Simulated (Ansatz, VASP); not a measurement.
## ScGa2AsP2: VASP beside Ansatz

INCAR

```
ALGO = Normal
EDIFF = 1E-6
ENCUT = 520
GGA = PE
ISIF = 2
ISMEAR = 0
LASPH = T
LCHARG = F
LREAL = F
LWAVE = F
NBANDS = 35
NELM = 60
PREC = Accurate
SIGMA = 0.1
```

Contents of KPOINTS:

```
k-points
0
Gamma
  4 4 4
```

File POSCAR:

```
ScGa2AsP2
1.0
    4.3453433400      0.0000000000      0.0000000000
    0.0000000000      4.3453433400      0.0000000000
    0.0000000000      0.0000000000      5.5780309400
Sc Ga P As
1 2 2 1
Direct
    0.0000000000      0.0000000000      0.5000000000
    0.0000000000      0.5000000000      0.0000000000
    0.5000000000      0.0000000000      0.0000000000
    0.5000000000      0.5000000000      0.2788000100
    0.5000000000      0.5000000000      0.7211999900
    0.0000000000      0.0000000000      0.0000000000
```

Input for Ansatz:

```yaml
crystal:
  lattice:
    - [4.34534334, 0.0, 0.0]
    - [0.0, 4.34534334, 0.0]
    - [0.0, 0.0, 5.57803094]
  atoms:
    - { symbol: Sc, position: [0.0, 0.0, 0.5] }
    - { symbol: Ga, position: [0.0, 0.5, 0.0] }
    - { symbol: Ga, position: [0.5, 0.0, 0.0] }
    - { symbol: P, position: [0.5, 0.5, 0.27880001] }
    - { symbol: P, position: [0.5, 0.5, 0.72119999] }
    - { symbol: As, position: [0.0, 0.0, 0.0] }
basis:
  ecutwfc: 420
kpoints:
  mp_grid: { grid: [4, 4, 4] }
hamiltonian:
  xc: pbe
scf:
  occupations: { method: gaussian, width: 0.1 }
  lower_state_search: "off"
output:
  forces: true
  stress: true
  eigenvalues: true
```

Change from the starting cell: species swapped into the PrSi2Mo2C type (P4/mmm, No. 123).

Alike in both runs: task single point; functional PBE; k mesh 4 × 4 × 4; occupations gaussian, width 0.1 eV; no spin polarisation.

```csv
,VASP,Ansatz
version,VASP 6.6.1,Ansatz 0.2.0
potentials or method,"VASP PAW PBE potentials, release 64 (Sc_sv, Ga_d, P, As), cutoff 520 eV","scalar-relativistic, plane waves, PAW"
valence electrons in the cell,52,62
```

Ansatz gave:

```
gap on the k mesh at the Fermi level (eV)                     : none
pressure (GPa)                                                : 18.8
traceless stress, the component that is largest in VASP (GPa) : -20.79
rms of the force components (eV/Å)                            : 0.381
```

Task: Which values does VASP return?

Result: gap on the k mesh at the Fermi level (eV): none; pressure (GPa): 19.1; traceless stress, the component that is largest in VASP (GPa): -20.89; rms of the force components (eV/Å): 0.387.

Atom by atom the forces differ by 0.006 eV/Å (rms over components). A gap of «none» marks a metal or a gap that the smearing closes. The functional is the same, so the differences come from potentials, cutoffs and numerics. VASP's potentials hold 52 valence electrons a cell and Ansatz's 62, so a difference there can come from the potentials and not from the codes.

The k mesh is coarse, so the values compare programs but aren't converged.
